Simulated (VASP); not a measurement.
Here is a VASP 6.6.1 calculation.

INCAR

```
  PREC = Accurate
  ENCUT = 520
  EDIFF = 1E-6
  ISMEAR = 0
  SIGMA = 0.1
  LREAL = Auto
  LASPH = True
  NELM = 100
  ALGO = Normal
  ISIF = 2
  LWAVE = False
  LCHARG = False
  LDIPOL = True
  IDIPOL = 3
  DIPOL = 0.5 0.5 0.470
  GGA = PE
  IVDW = 12
  NBANDS = 56
```

Contents of KPOINTS:

```
Automatic mesh
0
Gamma
  5 4 1
```

POSCAR

```
Al24Si
1.0
    5.6324246406      0.0000000000      0.0000000000
    0.0000000000      7.9654513158      0.0000000000
    0.0000000000      0.0000000000     26.0405308008
Al Si
24 1
Direct
    0.2499999716      0.2500000215      0.3264142373
    0.2499999716      0.7499999389      0.3264142373
    0.7499999147      0.2500000215      0.3264142373
    0.7499999147      0.7499999389      0.3264142373
    0.4999999431      0.5000000429      0.3804878662
    0.4999999431      0.0000000000      0.3804878662
    0.0000000000      0.5000000429      0.3804878662
    0.0000000000      0.0000000000      0.3804878662
    0.7499999147      0.7499999389      0.4345614952
    0.7499999147      0.2500000215      0.4345614952
    0.2499999716      0.7499999389      0.4345614952
    0.2499999716      0.2500000215      0.4345614952
    0.0016262978     -0.0000046451      0.4882893554
    0.0044121318      0.4999991642      0.4886073597
    0.4983724025     -0.0000042684      0.4882895090
    0.4955901194      0.4999989131      0.4886076669
    0.2500031673      0.2490089916      0.5484527604
    0.2500015695      0.7509578256      0.5485103245
    0.7500006249      0.2545223013      0.5437051997
    0.7500011575      0.7454548104      0.5437336938
    0.5017384484      0.4999291116      0.5973056432
    0.5206120254      0.0000066537      0.5938618194
   -0.0017345993      0.4999287350      0.5973058352
   -0.0206072886      0.0000072814      0.5938608978
    0.2500028123      0.9999918001      0.6636696514
```

Potentials or basis: VASP PAW PBE potentials, release 64 (Al, Si).

Run with:

```bash
$ cat potpaw_PBE.64/Al/POTCAR potpaw_PBE.64/Si/POTCAR > POTCAR
$ mpirun -np 1 vasp_std > vasp.out
```

**Question.** Estimate the dispersion energy per atom.

**Answer.** -0.257 eV.

**Question.** Estimate the largest force.

**Answer.** 0.275 eV/Å.

**Question.** What does it give for the band gap on the k mesh?

**Answer.** Zero (band 38 reaches 0.33 eV, above the bottom of band 39 at -0.21 eV).

Forces on the atoms (eV/Å):
```
Al   0.000 -0.057  0.132
Al   0.000  0.057  0.132
Al   0.000  0.028  0.139
Al   0.000 -0.029  0.139
Al  -0.022  0.000 -0.274
Al  -0.002  0.000 -0.244
Al   0.022  0.000 -0.274
Al   0.002  0.000 -0.244
Al   0.000 -0.087  0.124
Al   0.000  0.087  0.123
Al   0.000 -0.051  0.095
Al   0.000  0.051  0.094
Al   0.009 -0.001  0.027
Al  -0.019  0.001  0.007
Al  -0.009 -0.001  0.027
Al   0.019  0.001  0.007
Al   0.000 -0.010 -0.012
Al   0.000  0.010 -0.014
Al   0.000 -0.006  0.006
Al   0.000  0.005  0.004
Al  -0.002  0.000  0.002
Al  -0.024  0.001 -0.003
Al   0.002  0.000  0.002
Al   0.024  0.001 -0.003
Si   0.000  0.000  0.007
```
